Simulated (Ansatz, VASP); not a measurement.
**LaCuTe2: VASP beside Ansatz**

Contents of POSCAR:

```
LaCuTe2
1.0
    2.1707361528      1.2532751022      6.9486086343
   -2.1707361528      1.2532751022      6.9486086343
    0.0000000000     -2.5065502043      6.9486086343
Cu La Te
1 1 2
Direct
    1.0000000000      0.0000000000      0.0000000000
    0.5000000000      0.5000000000      0.5000000000
    0.2617983427      0.2617983427      0.2617983427
    0.7382016573      0.7382016573      0.7382016573
```

The input INCAR.step1:

```
PREC     = Accurate       # precision mode
ENCUT    = 520            # plane-wave cutoff, eV
ISMEAR   = 0              # smearing method
SIGMA    = 0.01           # smearing width, eV
LREAL    = False          # projectors in reciprocal space
LASPH    = True           # aspherical terms in the spheres
NELM     = 100            # most SCF steps
NBANDS   = 25             # bands
GGA      = PE             # functional
ALGO     = Normal         # electronic algorithm
EDIFF    = 1E-4           # SCF threshold, eV
LWAVE    = True           # write WAVECAR
LCHARG   = False          # write CHGCAR
```

File INCAR.step2:

```
PREC     = Accurate       # precision mode
ENCUT    = 520            # plane-wave cutoff, eV
EDIFF    = 1E-6           # SCF threshold, eV
ISMEAR   = 0              # smearing method
SIGMA    = 0.01           # smearing width, eV
LREAL    = False          # projectors in reciprocal space
LASPH    = True           # aspherical terms in the spheres
NELM     = 100            # most SCF steps
ALGO     = Normal         # electronic algorithm
ISIF     = 2              # what is computed and relaxed
LWAVE    = False          # write WAVECAR
LCHARG   = False          # write CHGCAR
METAGGA  = R2SCAN         # meta-GGA
LMIXTAU  = True         
NBANDS   = 25             # bands
ISTART   = 1
```

Contents of KPOINTS:

```
Automatic mesh
0
Gamma
  6 6 6
```

Input for Ansatz:

```yaml
crystal:
  lattice:
    - [2.1707361528, 1.2532751022, 6.9486086343]
    - [-2.1707361528, 1.2532751022, 6.9486086343]
    - [0.0, -2.5065502043, 6.9486086343]
  atoms:
    - { symbol: Cu, position: [1.0, 0.0, 0.0] }
    - { symbol: La, position: [0.5, 0.5, 0.5] }
    - { symbol: Te, position: [0.2617983427, 0.2617983427, 0.2617983427] }
    - { symbol: Te, position: [0.7382016573, 0.7382016573, 0.7382016573] }
kpoints:
  mp_grid: { grid: [6, 6, 6] }
  band_path:
    path:
      - [0.0, 0.0, 0.0]
      - [0.5, 0.5, 0.5]
      - [0.8089040969, 0.1910959031, 0.5]
      - [0.5, -0.1910959031, 0.1910959031]
      - [0.5, 0.0, 0.0]
      - [0.3455479515, -0.3455479515, 0.0]
      - [0.6544520485, 0.0, 0.3455479515]
      - [0.5, 0.0, 0.5]
      - [0.5772260242, 0.0, 0.4227739758]
      - [0.0, 0.5, 0.5]
    npoints: 1
hamiltonian:
  xc: r2scan
scf:
  occupations: { method: fixed }
  n_extra_bands: 5
output:
  forces: true
  stress: true
  eigenvalues: true
  write_density: true
  write_potential: true
  elf: true
  volumetric_format: npy
```

Change from the starting cell: epitaxial_xy strain -3.0%.

Alike in both runs: task single point; functional r2SCAN; k mesh 6 × 6 × 6; no spin polarisation.

|  | VASP | Ansatz |
| --- | --- | --- |
| version | VASP 6.6.1 | Ansatz 0.2.0 |
| potentials or method | VASP PAW PBE potentials, release 64 (Cu, La, Te) | plane waves, PAW |
| plane-wave cutoff (eV) | 520 | 500 |
| occupations | gaussian, width 0.01 eV | fixed |
| valence electrons in the cell | 34 | 62 |

Ansatz gave:

| Quantity | Value |
| --- | --- |
| gap on the k mesh at the Fermi level (eV) | 0.68 |
| pressure (GPa) | 1.7 |
| traceless stress, the component that is largest in VASP (GPa) | -1.70 |
| rms of the force components (eV/Å) | 0.000 |

**Question.** Estimate VASP's values.

**Answer.** gap on the k mesh at the Fermi level (eV): 0.68; pressure (GPa): 1.7; traceless stress, the component that is largest in VASP (GPa): -1.69; rms of the force components (eV/Å): 0.005.

VASP's potentials were made for PBE, not for r2SCAN. Atom by atom the forces differ by 0.005 eV/Å (rms over components). VASP's potentials hold 34 valence electrons a cell and Ansatz's 62, so a difference there can come from the potentials and not from the codes.

Neither program's run includes spin-orbit coupling.
